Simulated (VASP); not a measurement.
Here is a VASP 6.6.1 calculation.

Contents of INCAR:

```
ALGO     = Normal         # electronic algorithm
DIPOL    = 0.5 0.5 0.347
EDIFF    = 1E-6           # SCF threshold, eV
ENCUT    = 520            # plane-wave cutoff, eV
GGA      = PE             # functional
IDIPOL   = 3            
ISIF     = 2              # what is computed and relaxed
ISMEAR   = 0              # smearing method
LASPH    = T              # aspherical terms in the spheres
LCHARG   = F              # write CHGCAR
LDIPOL   = T            
LREAL    = F              # projectors in reciprocal space
LWAVE    = F              # write WAVECAR
NBANDS   = 35             # bands
NELM     = 100            # most SCF steps
PREC     = Accurate       # precision mode
SIGMA    = 0.1            # smearing width, eV
```

File KPOINTS:

```
k-points
0
Gamma
  8 8 1
```

File POSCAR:

```
Ti4O
1.0
    3.2553359278      0.0000000000      0.0000000000
    0.0000000000      3.2553359278      0.0000000000
    0.0000000000      0.0000000000     20.1793674396
Ti O
4 1
Direct
    0.5000000000      0.5000000000      0.1982222690
    0.0000000000      0.0000000000      0.2788822782
    0.5000000000      0.5000000000      0.3551865237
    0.0000000000      0.0000000000      0.4301109767
    0.2500000000      0.3750000000      0.4715569384
```

Potentials or basis: VASP PAW PBE potentials, release 64 (Ti_sv, O).

The run is started by

```sh
$ cat potpaw_PBE.64/Ti_sv/POTCAR potpaw_PBE.64/O/POTCAR > POTCAR
$ mpirun -np 1 vasp_std > vasp.out
```

Question: Predict the largest force.

Answer: 3.810 eV/Å.

Question: Estimate the band gap on the k mesh.

Answer: Zero (bands 27 and 28 overlap by 0.62 eV).

Forces on the atoms (eV/Å):
```
Ti  -0.081 -0.071  0.551
Ti   0.090  0.092 -0.409
Ti  -0.645 -0.373 -0.802
Ti  -0.864 -3.149  0.581
O    1.499  3.501  0.079
```
